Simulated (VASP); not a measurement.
Wanted: the native input for a VASP 6.6.1 run.

```
Task                   : single point
Functional             : PBE
Potentials or basis    : VASP PAW PBE potentials, release 64 (Sn_d)
Cutoff                 : 520 eV
k mesh                 : 10 × 10 × 10
Occupations            : gaussian, width 0.027 eV
Spin                   : no spin polarisation
Dipole correction      : no
Further INCAR settings : ALGO = Normal; EDIFF = 1e-06; NBANDS = 13
```

The structure of Sn lies in POSCAR:

```
Sn
1.0
   -2.0291894110      2.0291894110      1.6607599896
    2.0291894110     -2.0291894110      1.6607599896
    2.0291894110      2.0291894110     -1.6607599896
Sn
1
Direct
    0.0000000000      0.0000000000      0.0000000000
```

The input as run:

INCAR

```
SYSTEM = Sn
PREC     = Accurate       ! precision mode
ENCUT    = 520            ! plane-wave cutoff, eV
EDIFF    = 1E-6           ! SCF threshold, eV
ISMEAR   = 0              ! smearing method
SIGMA    = 0.027000000000000003 ! smearing width, eV
LREAL    = .False.        ! projectors in reciprocal space
LASPH    = .True.         ! aspherical terms in the spheres
NELM     = 60             ! most SCF steps
ALGO     = Normal         ! electronic algorithm
ISIF     = 2              ! what is computed and relaxed
LWAVE    = .False.        ! write WAVECAR
LCHARG   = .False.        ! write CHGCAR
GGA      = PE             ! functional
NBANDS   = 13             ! bands
```

KPOINTS

```
Automatic mesh
0
Gamma
  10 10 10
  0 0 0
```

Potentials or basis: VASP PAW PBE potentials, release 64 (Sn_d).

Command:

```bash
$ cat potpaw_PBE.64/Sn_d/POTCAR > POTCAR
$ mpirun -np 1 vasp_std > vasp.out
```

It gave:

```json
{"Pressure": "0.8 GPa", "Band gap on the k mesh": "zero (band 7 reaches 14.75 eV, above the bottom of band 8 at 5.95 eV)"}
```

Caveat: spin-orbit coupling is left out, which moves the levels of the heavy elements.

Wall time 24 s on 1 thread of Intel(R) Xeon(R) Platinum 8488C (Sapphire Rapids), on a shared host, peak memory 0.17 GiB.
